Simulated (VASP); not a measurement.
# NaHF2 (R-3m) in VASP: notebook

The runs below take NaHF2 through single point, relaxation of cell and atoms, with PBEsol.

Program: VASP 6.6.1. These are calculated values, not measurements. Logs are shortened: lines on timing, memory, paths and dates and some standing lists are left out, and cuts for length are marked.

### 1 The cell of the first run

Symmetry: R-3m, No. 166, trigonal system. The conventional cell has a = 3.478 Å, b = 3.478 Å, c = 13.734 Å, α = 90.00°, β = 90.00°, γ = 120.00°. Na (site symmetry -3m) has 6 F at 2.31 Å and 6 H at 3.04 Å within 3.1 Å. Within 1.5 Å of H (site symmetry -3m) lie 2 F at 1.14 Å. F (site symmetry 3m) has 1 H at 1.14 Å within 1.5 Å.

### 2 Single point, PBEsol

Input file INCAR:

```
PREC = Accurate
ENCUT = 520
EDIFF = 1E-6
ISMEAR = 0
SIGMA = 0.02
LREAL = F
LASPH = T
NELM = 100
ALGO = Normal
ISIF = 2
LWAVE = F
LCHARG = F
GGA = PS
NBANDS = 19
```

Input file KPOINTS:

```
regular mesh
0
Gamma
  9 9 9
```

Input file POSCAR:

```
NaHF2
1.0
    1.7387517403      1.0038687853      4.5779680784
   -1.7387517403      1.0038687853      4.5779680784
    0.0000000000     -2.0077375706      4.5779680784
Na H F
1 1 2
Direct
    0.0000000000      0.0000000000      0.0000000000
    0.5000000000      0.5000000000      0.5000000000
    0.4168425123      0.4168425123      0.4168425123
    0.5831574877      0.5831574877      0.5831574877
```

Potentials or basis: VASP PAW PBE potentials, release 64 (Na_pv, H, F).

The run is started by

```sh
> cat potpaw_PBE.64/Na_pv/POTCAR potpaw_PBE.64/H/POTCAR potpaw_PBE.64/F/POTCAR > POTCAR
> mpirun -np 1 vasp_std > vasp.out
```

OUTCAR:

```text
PREC = Accurate
   ENCUT = 520
   EDIFF = 1E-6
   ISMEAR = 0
   LREAL = F
   LASPH = T
   NELM = 100
   ISIF = 2
   GGA = PS

 ion  position               nearest neighbor table
   1  0.000  0.000  0.000-   4 2.31   3 2.31   4 2.31   4 2.31   3 2.31   3 2.31
   2  0.500  0.500  0.500-   3 1.14   4 1.14
   3  0.417  0.417  0.417-   2 1.14   1 2.31   1 2.31   1 2.31
   4  0.583  0.583  0.583-   2 1.14   1 2.31   1 2.31   1 2.31

  LATTYP: Found a trigonal (rhomboedric) cell.
 ALAT       =     4.9988800625
 COS(alpha) =     0.7580310069

  Lattice vectors:

 A1 = (   1.7387517403,   1.0038687853,   4.5779680784)
 A2 = (  -1.7387517403,   1.0038687853,   4.5779680784)
 A3 = (   0.0000000000,  -2.0077375706,   4.5779680784)

Analysis of symmetry for initial positions (statically):
=====================================================================
 Subroutine PRICEL returns:
 Original cell was already a primitive cell.

 Routine SETGRP: Setting up the symmetry group for a
 trigonal (rhombohedral) supercell.

 Subroutine GETGRP returns: Found 12 space group operations
 (whereof 12 operations were pure point group operations)
 out of a pool of 12 trial point group operations.

The static configuration has the point symmetry D_3d.

Analysis of symmetry for dynamics (positions and initial velocities):
=====================================================================
 Subroutine PRICEL returns:
 Original cell was already a primitive cell.

 Routine SETGRP: Setting up the symmetry group for a
 trigonal (rhombohedral) supercell.

 Subroutine GETGRP returns: Found 12 space group operations
 (whereof 12 operations were pure point group operations)
 out of a pool of 12 trial point group operations.

The dynamic configuration has the point symmetry D_3d.

 Subroutine INISYM returns: Found 12 space group operations
 (whereof 12 operations are pure point group operations),
 and found     1 'primitive' translations

----------------------------------------------------------------------------------------

                                     Primitive cell

  volume of cell :      47.9445

  direct lattice vectors                    reciprocal lattice vectors
     1.738751740  1.003868785  4.577968078     0.287562617  0.166024354  0.072812507
    -1.738751740  1.003868785  4.577968078    -0.287562617  0.166024354  0.072812507
     0.000000000 -2.007737571  4.577968078     0.000000000 -0.332048708  0.072812507

  length of vectors
     4.998880063  4.998880063  4.998880062     0.339938238  0.339938238  0.339938238

  position of ions in fractional coordinates (direct lattice)
     0.000000000  0.000000000  0.000000000
     0.500000000  0.500000000  0.500000000
     0.416842512  0.416842512  0.416842512
     0.583157488  0.583157488  0.583157488

  ion indices of the primitive-cell ions
   primitive index   ion index
                 1           1
                 2           2
                 3           3
                 4           4

----------------------------------------------------------------------------------------

 KPOINTS: regular mesh

Automatic generation of k-mesh.
 Grid dimensions read from file:
 generate k-points for:    9    9    9

 Generating k-lattice:

  Cartesian coordinates                     Fractional coordinates (reciprocal lattice)
     0.031951402  0.018447150  0.008090279     0.111111111 -0.000000000  0.000000000
    -0.031951402  0.018447150  0.008090279    -0.000000000  0.111111111  0.000000000
     0.000000000 -0.036894301  0.008090279     0.000000000  0.000000000  0.111111111

  Length of vectors
     0.037770915  0.037770915  0.037770915

  Shift w.r.t. Gamma in fractional coordinates (k-lattice)
     0.000000000  0.000000000  0.000000000

 Subroutine IBZKPT returns following result:
 ===========================================

 Found     85 irreducible k-points:

 Following reciprocal coordinates:
            Coordinates               Weight
  0.000000  0.000000  0.000000      1.000000
  0.111111  0.000000 -0.000000      6.000000
  0.222222  0.000000 -0.000000      6.000000
  0.333333  0.000000  0.000000      6.000000
  0.444444  0.000000 -0.000000      6.000000
  0.111111  0.111111  0.000000      6.000000
[... 16 lines left out ...]
 -0.333333  0.333333  0.000000      6.000000
  0.444444  0.444444 -0.000000      6.000000
 [... further k-points ...]
   k-points           NKPTS =     85   k-points in BZ     NKDIM =     85   number of bands    NBANDS=     19
   number of dos      NEDOS =    301   number of ions     NIONS =      4
   total plane-waves  NPLWV =  64000
   dimension x,y,z NGX =    40 NGY =   40 NGZ =   40
   dimension x,y,z NGXF=    80 NGYF=   80 NGZF=   80
   ions per type =               1   1   2
   NGX,Y,Z   is equivalent  to a cutoff of  13.30, 13.30, 13.30 a.u.
   NGXF,Y,Z  is equivalent  to a cutoff of  26.61, 26.61, 26.61 a.u.
 SYSTEM =  unknown system
   PREC   = accura    normal or accurate (medium, high low for compatibility)
   ISTART =      0    job   : 0-new  1-cont  2-samecut
   ICHARG =      2    charge: 1-file 2-atom 10-const
   ISPIN  =      1    spin polarized calculation?
   LNONCOLLINEAR =      F non collinear calculations
   LSORBIT =      F    spin-orbit coupling
   LASPH  =      T    aspherical Exc in radial PAW
   ENCUT  =  520.0 eV  38.22 Ry    6.18 a.u.   9.29  9.29  9.29*2*pi/ulx,y,z
   NELM   =    100;   NELMIN=  2; NELMDL= -5     # of ELM steps
   EDIFF  = 0.1E-05   stopping-criterion for ELM
   LREAL  =      F    real-space projection
   EDIFFG = 0.1E-04   stopping-criterion for IOM
   NSW    =      0    number of steps for IOM
   IBRION =     -1    ionic relax: 0-MD 1-quasi-New 2-CG
   NFREE  =      0    steps in history (QN), initial steepest desc. (CG)
   ISIF   =      2    stress and relaxation
   ISYM   =      2    0-nonsym 1-usesym 2-fastsym
   POTIM  = 0.5000    time-step for ionic-motion
   TEBEG  =    0.0;   TEEND  =   0.0 temperature during run
   PSTRESS=    0.0 pullay stress
   NELECT =      22.0000    total number of electrons
   NUPDOWN=      -1.0000    fix difference up-down
   EMIN   =  10.00;   EMAX   =-10.00  energy-range for DOS
   EFERMI =   0.00;   METHOD = LEGACY
   ISMEAR =     0;   SIGMA  =   0.02  broadening in eV -4-tet -1-fermi 0-gaus
   EFERMI_NEDOS =   21; number of points for ismear=-14 and -15
   IALGO  =     38    algorithm
   IMIX   =      4    mixing-type and parameters
     AMIX     =   0.40;   BMIX     =  1.00
     AMIX_MAG =   1.60;   BMIX_MAG =  1.00
  volume/ion in A,a.u.               =      11.99        80.89
  Fermi-wavevector in a.u.,A,eV,Ry     =   1.262708  2.386172 21.693552  1.594431
  Thomas-Fermi vector in A             =   2.396102
   LORBIT       =      0    0 simple, 1 ext, 2 COOP (PROOUT), +10 PAW based schemes
   GGA     = PS    functional components
   LHFCALC =     F    Hartree Fock is set to
   AEXX    =    0.0000 exact exchange contribution
   IVDW    =     0    specifies the selected vdW correction
   LEPSILON=     F    determine dielectric tensor
   LRPA    =     F    only Hartree local field effects (RPA)
 non-spin polarized calculation
 Gauss-broadening in eV      SIGMA  =   0.02
  energy-cutoff  :      520.00
  volume of cell :       47.94
 maximum number of plane-waves:      1319
 NGX is ok and might be reduce to    40
   NGX = 19   NGY = 19   NGZ = 19

 number of electron      22.0000003 magnetization

 Free energy of the ion-electron system (eV)
  ---------------------------------------------------
  ext. energy  EPLUGINS =         0.00000000
  ---------------------------------------------------
  free energy    TOTEN  =       -17.70292121 eV

  energy without entropy =      -17.70292121  energy(sigma->0) =      -17.70292121

 E-fermi :  -3.7841     XC(G=0):  -8.1739

 val. band max:       -3.9589264442   @ k =   0.4444   0.4444   0.4444
 cond. band min:       2.9261658098   @ k =   0.0000   0.0000   0.0000
 fundamental gap:      6.8850922539
 Fermi energy:        -3.7841167331

 k-point     1 :       0.0000    0.0000    0.0000
  band No.  band energies     occupation
      1     -24.3397      2.00000
      2     -23.2542      2.00000
      3     -22.2316      2.00000
      4     -22.2316      2.00000
      5     -22.0274      2.00000
      6      -8.8843      2.00000
[... 11 lines left out ...]
     18      17.0844      0.00000
     19      17.0844      0.00000

 k-point     2 :       0.1111    0.0000   -0.0000
  band No.  band energies     occupation
      1     -24.3410      2.00000
      2     -23.2329      2.00000
      3     -22.2337      2.00000
      4     -22.2232      2.00000
      5     -22.0501      2.00000
      6      -8.8441      2.00000
[... 11 lines left out ...]
     18      16.1670      0.00000
     19      16.8176      0.00000

 k-point     3 :       0.2222    0.0000   -0.0000
  band No.  band energies     occupation
      1     -24.3451      2.00000
      2     -23.1749      2.00000
      3     -22.2390      2.00000
      4     -22.2045      2.00000
      5     -22.1092      2.00000
      6      -8.7401      2.00000
[... 11 lines left out ...]
     18      15.2224      0.00000
     19      16.3627      0.00000

 k-point     4 :       0.3333    0.0000    0.0000
  band No.  band energies     occupation
      1     -24.3493      2.00000
      2     -23.0990      2.00000
      3     -22.2451      2.00000
      4     -22.2173      2.00000
      5     -22.1519      2.00000
      6      -8.6173      2.00000
[... 407 lines left out ...]
     18      15.7545      0.00000
     19      16.5839      0.00000

 k-point    23 :      -0.3333    0.3333    0.0000
  band No.  band energies     occupation
      1     -24.2685      2.00000
      2     -23.2272      2.00000
      3     -22.2747      2.00000
      4     -22.1987      2.00000
      5     -22.0818      2.00000
      6      -8.4437      2.00000
[... 11 lines left out ...]
     18      15.5172      0.00000
     19      16.3041      0.00000

 k-point    24 :       0.4444    0.4444   -0.0000
  band No.  band energies     occupation
      1     -24.2036      2.00000
      2     -23.3615      2.00000
      3     -22.2756      2.00000
      4     -22.2492      2.00000
      5     -21.9693      2.00000
      6      -8.4140      2.00000
[... 11 lines left out ...]
     18      15.8681      0.00000
     19      16.2788      0.00000

 [... further k-points ...]
[... 5 lines left out ...]
  --------------------------------------------------------------------------------------
  -------------------------------------------------------------------------------------
  Total       -0.0651447     -0.0651447      0.1150697      0.0000000     -0.0000000     -0.0000000
  in kB       -2.1769631     -2.1769631      3.8453238      0.0000000     -0.0000000     -0.0000000
  external PRESSURE =      -0.1695342 kB  Pullay stress =       0.0000000 kB

 VOLUME and BASIS-vectors are now :
 -----------------------------------------------------------------------------
  energy-cutoff  :      520.00
  volume of cell :       47.94
      direct lattice vectors                 reciprocal lattice vectors
     1.738751740  1.003868785  4.577968078     0.287562617  0.166024354  0.072812507
    -1.738751740  1.003868785  4.577968078    -0.287562617  0.166024354  0.072812507
     0.000000000 -2.007737571  4.577968078     0.000000000 -0.332048708  0.072812507

 POSITION                                       TOTAL-FORCE (eV/Angst)
 -----------------------------------------------------------------------------------
      0.00000      0.00000      0.00000         0.000000      0.000000     -0.000000
      0.00000      0.00000      6.86695         0.000000     -0.000000      0.000000
      0.00000      0.00000      5.72488         0.000000      0.000000     -0.061957
      0.00000      0.00000      8.00903         0.000000      0.000000      0.061957
 -----------------------------------------------------------------------------------
    total drift:                                0.000000      0.000000     -0.000000

  FREE ENERGIE OF THE ION-ELECTRON SYSTEM (eV)
  ---------------------------------------------------
  free  energy   TOTEN  =       -17.7029212053 eV

  energy  without entropy=      -17.7029212053  energy(sigma->0) =      -17.70292121
```

Wall time 65 s (1 thread of Intel Xeon 6975P-C (Granite Rapids), shared host); peak memory 0.26 GiB.

Results:

| Item | Value |
| --- | --- |
| Free energy | -17.7029 eV |
| Pressure | 0.0 GPa |
| Largest force | 0.062 eV/Å |
| Band gap on the k mesh | 6.89 eV, indirect (least direct gap 7.05 eV) |

Forces in eV/Å, atoms in the order of the input:
```
Na   0.000  0.000  0.000
H    0.000  0.000  0.000
F    0.000  0.000 -0.062
F    0.000  0.000  0.062
```

Caveat: the PAW data sets were made with another functional, which shifts forces and pressure a little. A k mesh can miss the band edges.

### 3 Relaxation of cell and atoms, PBEsol

This run uses another cell than the first one, of 12.04 Å³/atom, 1.004 times its volume.

Input file INCAR:

```
SYSTEM = NaHF2
ALGO = Normal ; EDIFF = 1E-6
EDIFFG = -0.005 ; ENCUT = 600
GGA = PS ; IBRION = 2
ISIF = 3 ; ISMEAR = 0
LASPH = .True. ; LCHARG = .False.
LREAL = .False. ; LWAVE = .False.
NELM = 100 ; NSW = 70
PREC = Accurate ; SIGMA = 0.02
```

Input file KPOINTS:

```
k-points
0
Gamma
  9 9 9
  0 0 0
```

Input file POSCAR:

```
NaHF2
1.0
    1.7367649141      1.0027216907      4.6088801875
   -1.7367649141      1.0027216907      4.6088801875
    0.0000000000     -2.0054433813      4.6088801875
Na H F
1 1 2
Direct
    0.0000000000      0.0000000000      0.0000000000
    0.5000000000      0.5000000000      0.5000000000
    0.4172854821      0.4172854821      0.4172854821
    0.5827145179      0.5827145179      0.5827145179
```

Potentials or basis: VASP PAW PBE potentials, release 64 (Na_pv, H, F).

The run is started by

```sh
> cat potpaw_PBE.64/Na_pv/POTCAR potpaw_PBE.64/H/POTCAR potpaw_PBE.64/F/POTCAR > POTCAR
> mpirun -np 1 vasp_std > vasp.out
```

It took 3.1 min on 1 thread of Intel Xeon 6975P-C (Granite Rapids), shared host; peak memory 0.28 GiB.

The run converged. Its results:

* Free energy: -17.7099 eV
* Relaxed volume: 11.89 Å³/atom
* Relaxed cell: a = 5.002 Å, b = 5.002 Å, c = 5.002 Å, α = 40.47°, β = 40.47°, γ = 40.47°
* Space group after relaxing (to 0.05 Å): R-3m (No. 166)
* Energy gained by relaxing: 0.2 meV/atom
* Ionic steps: 7
* Pressure after relaxing: 0.0 GPa
* Largest force after relaxing: 0.003 eV/Å
* Band gap on the k mesh: 6.91 eV, indirect (least direct gap 7.09 eV)

Forces on the atoms (eV/Å):
```
Na   0.000  0.000  0.000
H    0.000  0.000  0.000
F    0.000  0.000 -0.003
F    0.000  0.000  0.003
```

The path:
```
step  energy change (eV)  largest force (eV/Å)  pressure (GPa)  volume (Å³)
   1              0.0000                0.0466           -0.38        48.16
   2             -0.0006                0.0157           -0.28        47.96
   3             -0.0009                0.0178           -0.17        47.75
   4             -0.0006                0.0843            0.04        47.32
   5             -0.0009                0.0341           -0.12        47.63
   6             -0.0008                0.0631            0.22        47.46
   7             -0.0010                0.0033           -0.04        47.56
```

Final structure:
```
Na H F
1.0
     1.73032    0.99900    4.58610
    -1.73032    0.99900    4.58610
     0.00000   -1.99800    4.58610
Na H F
1 1 2
Direct
  0.00000 0.00000 0.00000
  0.50000 0.50000 0.50000
  0.41688 0.41688 0.41688
  0.58312 0.58312 0.58312
```

Levels at points of the mesh, in eV from the valence-band top:
```
           k point  band 7  band 8  band 9  band 10  band 11  band 12  band 13  band 14  band 15
(0.00, 0.00, 0.00)   -0.49   -0.49   -0.23    -0.23    -0.18     6.91    13.23    14.46    17.36
```

Caveat: the PAW data sets were made with another functional, which shifts forces and pressure a little.
